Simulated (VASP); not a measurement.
# CoH4 (P-1) in VASP: single point with PBE

Aim: the single point of CoH4 with PBE.

Everything below comes from runs of VASP 6.6.1. Logs are shortened: lines on timing, memory, paths and dates and some standing lists are left out, and cuts for length are marked.

## Step 1: The cell of the first run

The typed cell holds 10 atoms: a = 2.551 Å, b = 2.551 Å, c = 10.730 Å, α = 88.28°, β = 88.21°, γ = 90.00°.

## Step 2: Single point, PBE

The input, INCAR:

```
PREC = Accurate
ENCUT = 520
EDIFF = 1E-6
ISMEAR = 0
SIGMA = 0.1
LREAL = False
LASPH = True
NELM = 80
ALGO = Normal
ISIF = 2
LWAVE = False
LCHARG = True
GGA = PE
LELF = True
LVHAR = True
NBANDS = 24
```

The input, KPOINTS:

```
Automatic mesh
0
Gamma
  14 14 4
```

The input, POSCAR:

```
CoH4
1.0
    2.5511680249     -0.0012451617     -0.0070717840
    0.0012147954      2.5511699573     -0.0064649151
    0.3649457717      0.3492152195     10.7185110555
Co H
2 8
Direct
    0.7498368433      0.7618402973      0.7501706613
    0.2501631567      0.2381597027      0.2498293387
    0.7374676980      0.2499754151      0.8441515460
    0.7378235996      0.2262578727      0.3438091923
    0.7625032884      0.2500482297      0.1558488538
    0.7622060228      0.2737101862      0.6561912174
    0.2625323020      0.7500245849      0.1558484540
    0.2621764004      0.7737421273      0.6561908077
    0.2374967116      0.7499517703      0.8441511462
    0.2377939772      0.7262898138      0.3438087826
```

Potentials or basis: VASP PAW PBE potentials, release 64 (Co, H).

On the command line:

```console
$ cat potpaw_PBE.64/Co/POTCAR potpaw_PBE.64/H/POTCAR > POTCAR
$ mpirun -np 1 vasp_std > vasp.out
```

OUTCAR:

```text
PREC = Accurate
   ENCUT = 520
   EDIFF = 1E-6
   ISMEAR = 0
   LREAL = False
   LASPH = True
   NELM = 80
   ISIF = 2
   GGA = PE

 ion  position               nearest neighbor table
   1  0.750  0.762  0.750-   8 1.63   3 1.63   6 1.63   6 1.63   9 1.63   8 1.63   9 1.63   3 1.63

   2  0.250  0.238  0.250-   4 1.63   7 1.63  10 1.63  10 1.63   5 1.63   4 1.63   5 1.63   7 1.63

   3  0.737  0.250  0.844-   1 1.63   1 1.63
   4  0.738  0.226  0.344-   2 1.63   2 1.63
   5  0.763  0.250  0.156-   2 1.63   2 1.63
   6  0.762  0.274  0.656-   1 1.63   1 1.63
   7  0.263  0.750  0.156-   2 1.63   2 1.63
   8  0.262  0.774  0.656-   1 1.63   1 1.63
   9  0.237  0.750  0.844-   1 1.63   1 1.63
  10  0.238  0.726  0.344-   2 1.63   2 1.63

  LATTYP: Found a triclinic cell.
 ALAT       =     2.5511781302
 B/A-ratio  =     1.4142170975
 C/A-ratio  =     5.1692804700
 COS(alpha) =     0.0006881951
 COS(beta)  =     0.4123062466
 COS(gamma) =     0.7071084634

  Lattice vectors:

 A1 = (  -2.5511680249,   0.0012451617,   0.0070717840)
 A2 = (  -2.5499532295,   2.5524151190,   0.0006068689)
 A3 = (  -5.4697114123,  -5.4490648107, -10.6914376573)

Analysis of symmetry for initial positions (statically):
=====================================================================
 Subroutine PRICEL returns:
 Original cell was already a primitive cell.

 Routine SETGRP: Setting up the symmetry group for a
 triclinic supercell.

 Subroutine GETGRP returns: Found  2 space group operations
 (whereof  2 operations were pure point group operations)
 out of a pool of  2 trial point group operations.

The static configuration has the point symmetry S_2 .

Analysis of symmetry for dynamics (positions and initial velocities):
=====================================================================
 Subroutine PRICEL returns:
 Original cell was already a primitive cell.

 Routine SETGRP: Setting up the symmetry group for a
 triclinic supercell.

 Subroutine GETGRP returns: Found  2 space group operations
 (whereof  2 operations were pure point group operations)
 out of a pool of  2 trial point group operations.

The dynamic configuration has the point symmetry S_2 .

 Subroutine INISYM returns: Found  2 space group operations
 (whereof  2 operations are pure point group operations),
 and found     1 'primitive' translations

----------------------------------------------------------------------------------------

                                     Primitive cell

  volume of cell :      69.7734

  direct lattice vectors                    reciprocal lattice vectors
     2.551168025 -0.001245162 -0.007071784     0.391940239 -0.000220430 -0.013337669
     0.001214795  2.551169957 -0.006464915     0.000155886  0.391944573 -0.012775086
     0.364945772  0.349215220 10.718511056     0.000258686  0.000236258  0.093280035

  length of vectors
     2.551178130  2.551178438 10.730406140     0.392167174  0.392152745  0.093280693

  position of ions in fractional coordinates (direct lattice)
     0.749836843  0.761840297  0.750170661
     0.250163157  0.238159703  0.249829339
     0.737467698  0.249975415  0.844151546
     0.737823600  0.226257873  0.343809192
     0.762503288  0.250048230  0.155848854
     0.762206023  0.273710186  0.656191217
     0.262532302  0.750024585  0.155848454
     0.262176400  0.773742127  0.656190808
     0.237496712  0.749951770  0.844151146
     0.237793977  0.726289814  0.343808783

  ion indices of the primitive-cell ions
   primitive index   ion index
                 1           1
                 2           2
                 3           3
                 4           4
                 5           5
                 6           6
                 7           7
                 8           8
                 9           9
                10          10

----------------------------------------------------------------------------------------

 KPOINTS: Automatic mesh

Automatic generation of k-mesh.
 Grid dimensions read from file:
 generate k-points for:   14   14    4

 Generating k-lattice:

  Cartesian coordinates                     Fractional coordinates (reciprocal lattice)
     0.027995731 -0.000015745 -0.000952691     0.071428571  0.000000000 -0.000000000
     0.000011135  0.027996041 -0.000912506     0.000000000  0.071428571  0.000000000
     0.000064671  0.000059064  0.023320009    -0.000000000  0.000000000  0.250000000

  Length of vectors
     0.028011941  0.028010910  0.023320173

  Shift w.r.t. Gamma in fractional coordinates (k-lattice)
     0.000000000  0.000000000  0.000000000

 Subroutine IBZKPT returns following result:
 ===========================================

 Found    396 irreducible k-points:

 Following reciprocal coordinates:
            Coordinates               Weight
  0.000000  0.000000  0.000000      1.000000
  0.071429  0.000000  0.000000      2.000000
  0.142857 -0.000000  0.000000      2.000000
  0.214286 -0.000000  0.000000      2.000000
  0.285714  0.000000  0.000000      2.000000
  0.357143 -0.000000  0.000000      2.000000
[... 16 lines left out ...]
  0.000000  0.142857 -0.000000      2.000000
  0.071429  0.142857 -0.000000      2.000000
 [... further k-points ...]
   k-points           NKPTS =    396   k-points in BZ     NKDIM =    396   number of bands    NBANDS=     24
   number of dos      NEDOS =    301   number of ions     NIONS =     10
   total plane-waves  NPLWV =  32000
   dimension x,y,z NGX =    20 NGY =   20 NGZ =   80
   dimension x,y,z NGXF=    40 NGYF=   40 NGZF=  160
   ions per type =               2   8
   NGX,Y,Z   is equivalent  to a cutoff of  13.03, 13.03, 12.39 a.u.
   NGXF,Y,Z  is equivalent  to a cutoff of  26.07, 26.07, 24.79 a.u.
 SYSTEM =  unknown system
   PREC   = accura    normal or accurate (medium, high low for compatibility)
   ISTART =      0    job   : 0-new  1-cont  2-samecut
   ICHARG =      2    charge: 1-file 2-atom 10-const
   ISPIN  =      1    spin polarized calculation?
   LNONCOLLINEAR =      F non collinear calculations
   LSORBIT =      F    spin-orbit coupling
   LASPH  =      T    aspherical Exc in radial PAW
   ENCUT  =  520.0 eV  38.22 Ry    6.18 a.u.   4.74  4.74 19.95*2*pi/ulx,y,z
   NELM   =     80;   NELMIN=  2; NELMDL= -5     # of ELM steps
   EDIFF  = 0.1E-05   stopping-criterion for ELM
   LREAL  =      F    real-space projection
   EDIFFG = 0.1E-04   stopping-criterion for IOM
   NSW    =      0    number of steps for IOM
   IBRION =     -1    ionic relax: 0-MD 1-quasi-New 2-CG
   NFREE  =      0    steps in history (QN), initial steepest desc. (CG)
   ISIF   =      2    stress and relaxation
   ISYM   =      2    0-nonsym 1-usesym 2-fastsym
   POTIM  = 0.5000    time-step for ionic-motion
   TEBEG  =    0.0;   TEEND  =   0.0 temperature during run
   PSTRESS=    0.0 pullay stress
   NELECT =      26.0000    total number of electrons
   NUPDOWN=      -1.0000    fix difference up-down
   EMIN   =  10.00;   EMAX   =-10.00  energy-range for DOS
   EFERMI =   0.00;   METHOD = LEGACY
   ISMEAR =     0;   SIGMA  =   0.10  broadening in eV -4-tet -1-fermi 0-gaus
   EFERMI_NEDOS =   21; number of points for ismear=-14 and -15
   IALGO  =     38    algorithm
   IMIX   =      4    mixing-type and parameters
     AMIX     =   0.40;   BMIX     =  1.00
     AMIX_MAG =   1.60;   BMIX_MAG =  1.00
  volume/ion in A,a.u.               =       6.98        47.09
  Fermi-wavevector in a.u.,A,eV,Ry     =   1.178065  2.226220 18.882677  1.387838
  Thomas-Fermi vector in A             =   2.314401
   LORBIT       =      0    0 simple, 1 ext, 2 COOP (PROOUT), +10 PAW based schemes
   GGA     = PE    functional components
   LHFCALC =     F    Hartree Fock is set to
   AEXX    =    0.0000 exact exchange contribution
   IVDW    =     0    specifies the selected vdW correction
   LEPSILON=     F    determine dielectric tensor
   LRPA    =     F    only Hartree local field effects (RPA)
 non-spin polarized calculation
 Gauss-broadening in eV      SIGMA  =   0.10
  energy-cutoff  :      520.00
  volume of cell :       69.77
 maximum number of plane-waves:      1897
   NGX =  9   NGY =  9   NGZ = 39

 number of electron      25.9999988 magnetization

 Free energy of the ion-electron system (eV)
  ---------------------------------------------------
  ext. energy  EPLUGINS =         0.00000000
  ---------------------------------------------------
  free energy    TOTEN  =       -39.51160643 eV

  energy without entropy =      -39.50647340  energy(sigma->0) =      -39.50903991

 E-fermi :   1.6476     XC(G=0):  -9.0224

 val. band max:        1.6250593893   @ k =   0.2143   0.2143   0.5000
 cond. band min:       1.6479498440   @ k =  -0.2143   0.2143   0.5000
 fundamental gap:      0.0228904547
 Fermi energy:         1.6476116683

 k-point     1 :       0.0000    0.0000    0.0000
  band No.  band energies     occupation
      1      -8.9489      2.00000
      2      -8.8251      2.00000
      3      -5.3419      2.00000
      4      -4.9373      2.00000
      5      -2.9778      2.00000
      6      -2.9759      2.00000
[... 16 lines left out ...]
     23      16.7520      0.00000
     24      16.7526      0.00000

 k-point     2 :       0.0714    0.0000    0.0000
  band No.  band energies     occupation
      1      -8.8318      2.00000
      2      -8.7079      2.00000
      3      -5.2841      2.00000
      4      -4.8901      2.00000
      5      -2.9475      2.00000
      6      -2.9454      2.00000
[... 16 lines left out ...]
     23      16.6402      0.00000
     24      16.6585      0.00000
[... 565 lines left out ...]
     23      16.5840      0.00000
     24      16.7047      0.00000

 k-point    24 :       0.0714    0.1429   -0.0000
  band No.  band energies     occupation
      1      -8.3684      2.00000
      2      -8.2446      2.00000
      3      -5.0620      2.00000
      4      -4.7097      2.00000
      5      -2.8306      2.00000
      6      -2.8274      2.00000
[... 16 lines left out ...]
     23      15.2439      0.00000
     24      16.7547      0.00000

 [... further k-points ...]
[... 5 lines left out ...]
  --------------------------------------------------------------------------------------
  -------------------------------------------------------------------------------------
  Total       -0.2053259     -0.2063321     -0.1082435     -0.0000507     -0.0011151     -0.0007989
  in kB       -4.7148137     -4.7379183     -2.4855493     -0.0011643     -0.0256045     -0.0183439
  external PRESSURE =      -3.9794271 kB  Pullay stress =       0.0000000 kB

 VOLUME and BASIS-vectors are now :
 -----------------------------------------------------------------------------
  energy-cutoff  :      520.00
  volume of cell :       69.77
      direct lattice vectors                 reciprocal lattice vectors
     2.551168025 -0.001245162 -0.007071784     0.391940239 -0.000220430 -0.013337669
     0.001214795  2.551169957 -0.006464915     0.000155886  0.391944573 -0.012775086
     0.364945772  0.349215220 10.718511056     0.000258686  0.000236258  0.093280035

 POSITION                                       TOTAL-FORCE (eV/Angst)
 -----------------------------------------------------------------------------------
      2.18766      2.20462      8.03048        -0.000010     -0.000078      0.000027
      0.72967      0.69452      2.67449         0.000010      0.000078     -0.000027
      2.18978      0.93160      9.04122         0.000023     -0.000019     -0.000503
      2.00806      0.69637      3.67844         0.000013      0.000019     -0.000473
      2.00245      0.69139      1.66346        -0.000015      0.000006      0.000499
      2.18432      0.92648      7.02623        -0.000025     -0.000002      0.000473
      0.72755      1.96754      1.66376        -0.000023      0.000019      0.000503
      0.90927      2.20277      7.02653        -0.000013     -0.000019      0.000473
      0.91487      2.20775      9.04152         0.000015     -0.000006     -0.000499
      0.73301      1.97266      3.67874         0.000025      0.000002     -0.000473
 -----------------------------------------------------------------------------------
    total drift:                               -0.000000      0.000000      0.000000

  FREE ENERGIE OF THE ION-ELECTRON SYSTEM (eV)
  ---------------------------------------------------
  free  energy   TOTEN  =       -39.5116064269 eV

  energy  without entropy=      -39.5064734015  energy(sigma->0) =      -39.50903991
```

It took 8.8 min on 1 thread of Intel Xeon Platinum 8259CL at 2.50GHz (Skylake/Cascade Lake), shared host; peak memory 0.6 GiB.

Results:

* Free energy: -39.5116 eV
* Pressure: -0.4 GPa
* Band gap on the k mesh: zero (bands 13 and 14 overlap by 2.61 eV)

Levels at points of the mesh, in eV from the Fermi level:
| k point | band 10 | band 11 | band 12 | band 13 | band 14 | band 15 | band 16 | band 17 |
| --- | --- | --- | --- | --- | --- | --- | --- | --- |
| (0.00, 0.00, 0.00) | -1.09 | -1.09 | -1.09 | -0.39 | -0.39 | 3.87 | 6.04 | 6.44 |
| (0.50, 0.00, 0.00) | -1.84 | -1.21 | -1.21 | -0.93 | -0.93 | 1.08 | 1.08 | 3.91 |
| (0.00, 0.50, 0.00) | -1.84 | -1.21 | -1.21 | -0.93 | -0.93 | 1.07 | 1.08 | 3.88 |
| (0.50, 0.50, 0.00) | -2.38 | -1.02 | -1.01 | -0.06 | -0.06 | 5.34 | 5.36 | 5.67 |
| (0.00, 0.00, 0.50) | -1.09 | -1.09 | -1.09 | -0.39 | -0.39 | 4.64 | 4.64 | 6.48 |
| (0.50, 0.00, 0.50) | -1.84 | -1.21 | -1.21 | -0.93 | -0.93 | 1.07 | 1.08 | 3.83 |
| (0.00, 0.50, 0.50) | -1.84 | -1.21 | -1.21 | -0.93 | -0.93 | 1.07 | 1.08 | 3.83 |
| (0.50, 0.50, 0.50) | -2.42 | -1.02 | -1.02 | -0.06 | -0.06 | 5.50 | 5.51 | 5.51 |

Caveat: the run has no spin polarisation, though such a crystal can be magnetic. Spin polarisation is off, so any magnetic state and its effect on volume and gap are missing.

The gap in the log of VASP goes by the Fermi energy; the results here count the filled bands.